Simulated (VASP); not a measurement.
Set up this calculation in VASP 6.6.1, as the native input.

```
Task                   : single point
Functional             : PBE
Potentials or basis    : VASP PAW PBE potentials, release 64 (Zn, S)
Cutoff                 : 500 eV
k mesh                 : 1 × 1 × 1, shifted
Occupations            : fermi-dirac, width 0.01 eV
Spin                   : no spin polarisation
Dipole correction      : no
Further INCAR settings : LREAL = Auto; ALGO = Normal; EDIFF = 1e-06; NBANDS = 166
```

The structure of ZnS lies in POSCAR:

```
ZnS
1.0
   -5.4436607473      5.4436607473     -5.4436607473
    5.4436607473      5.4436607473      5.4436607473
    5.4436607473     -5.4436607473     -5.4436607473
Zn S
16 16
Direct
    0.0000000000      0.0000000000      0.0000000000
    0.0000000000      0.2500000000      0.7500000000
    0.0000000000      0.5000000000      0.5000000000
    0.0000000000      0.7500000000      0.2500000000
    0.2500000000      0.0000000000      0.7500000000
    0.2500000000      0.2500000000      0.5000000000
    0.2500000000      0.5000000000      0.2500000000
    0.2500000000      0.7500000000      0.0000000000
    0.5000000000      0.0000000000      0.5000000000
    0.5000000000      0.2500000000      0.2500000000
    0.5000000000      0.5000000000      0.0000000000
    0.5000000000      0.7500000000      0.7500000000
    0.7500000000      0.0000000000      0.2500000000
    0.7500000000      0.2500000000      0.0000000000
    0.7500000000      0.5000000000      0.7500000000
    0.7500000000      0.7500000000      0.5000000000
    0.0000000000      0.0000000000      0.7500000000
    0.0000000000      0.2500000000      0.5000000000
    0.0000000000      0.5000000000      0.2500000000
    0.0000000000      0.7500000000      0.0000000000
    0.2500000000      0.0000000000      0.5000000000
    0.2500000000      0.2500000000      0.2500000000
    0.2500000000      0.5000000000      0.0000000000
    0.2500000000      0.7500000000      0.7500000000
    0.5000000000      0.0000000000      0.2500000000
    0.5000000000      0.2500000000      0.0000000000
    0.5000000000      0.5000000000      0.7500000000
    0.5000000000      0.7500000000      0.5000000000
    0.7500000000      0.0000000000      0.0000000000
    0.7500000000      0.2500000000      0.7500000000
    0.7500000000      0.5000000000      0.5000000000
    0.7500000000      0.7500000000      0.2500000000
```

One way to write it, as run:

INCAR

```
SYSTEM = ZnS
ALGO = Normal ; EDIFF = 1E-6
ENCUT = 500 ; GGA = PE
GGA_COMPAT = .False. ; ISIF = 2
ISMEAR = -1 ; LASPH = .True.
LCHARG = .False. ; LREAL = Auto
LWAVE = .False. ; NBANDS = 166
NELM = 120 ; PREC = Accurate
SIGMA = 0.01
```

KPOINTS

```
Automatic mesh
0
Gamma
  1 1 1
  0.25 0.25 0.25
```

Potentials or basis: VASP PAW PBE potentials, release 64 (Zn, S).

The run is started by

```bash
$ cat potpaw_PBE.64/Zn/POTCAR potpaw_PBE.64/S/POTCAR > POTCAR
$ mpirun -np 1 vasp_std > vasp.out
```

Results of the run:

```yaml
Pressure: 0.4 GPa
Band_gap_on_the_k_mesh: 3.85 eV
```

Caveat: the k points lie up to 0.82 Å⁻¹ apart, too coarse for converged energies, forces and pressures; a shifted mesh leaves out Γ, where band edges can lie.

It took 6.1 min on 1 thread of Intel(R) Xeon(R) Platinum 8259CL CPU @ 2.50GHz (Skylake/Cascade Lake) (shared host), peak memory 0.68 GiB.
